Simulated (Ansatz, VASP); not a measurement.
**RbPd4N3 in VASP and in Ansatz**

```
CELL_PARAMETERS angstrom
5.48231 0.00000 0.00000
0.00000 5.48231 0.00000
0.00000 0.00000 6.20292
ATOMIC_POSITIONS crystal
Rb 0.50000 0.50000 0.05959
Pd 0.76368 0.76368 0.56020
Pd 0.23632 0.23632 0.56020
Pd 0.23632 0.76368 0.56020
Pd 0.76368 0.23632 0.56020
N 0.00000 0.00000 0.39765
N 0.50000 0.00000 0.66433
N 0.00000 0.50000 0.66433
```

Alike in both runs: functional PBE; k mesh 3 × 3 × 2; occupations gaussian, width 0.15 eV; no spin polarisation.

Ansatz relaxed the structure, and its values are those at the end. VASP's run is a single point on that final structure, the one shown.

|  | VASP | Ansatz |
| --- | --- | --- |
| version | VASP 6.6.1 | Ansatz 0.2.0 |
| potentials or method | VASP PAW PBE potentials, release 64 (Rb_sv, Pd, N), cutoff 520 eV | scalar-relativistic, plane waves, PAW |
| valence electrons in the cell | 64 | 96 |

Ansatz gave:

```
gap on the k mesh at the Fermi level (eV) : 0.16
least direct gap on the mesh (eV)         : 0.69
pressure (GPa)                            : 0.3
rms of the force components (eV/Å)        : 0.011
```

Problem. What did VASP give for the same quantities?

Solution. gap on the k mesh at the Fermi level (eV): 0.15; least direct gap on the mesh (eV): 0.68; pressure (GPa): 0.3; rms of the force components (eV/Å): 0.012.

With one functional, cell and mesh, what is left measures potentials, basis and numerics. VASP's potentials hold 64 valence electrons a cell and Ansatz's 96, so a difference there can come from the potentials and not from the codes.

The k mesh is coarse, so the values compare programs but aren't converged.
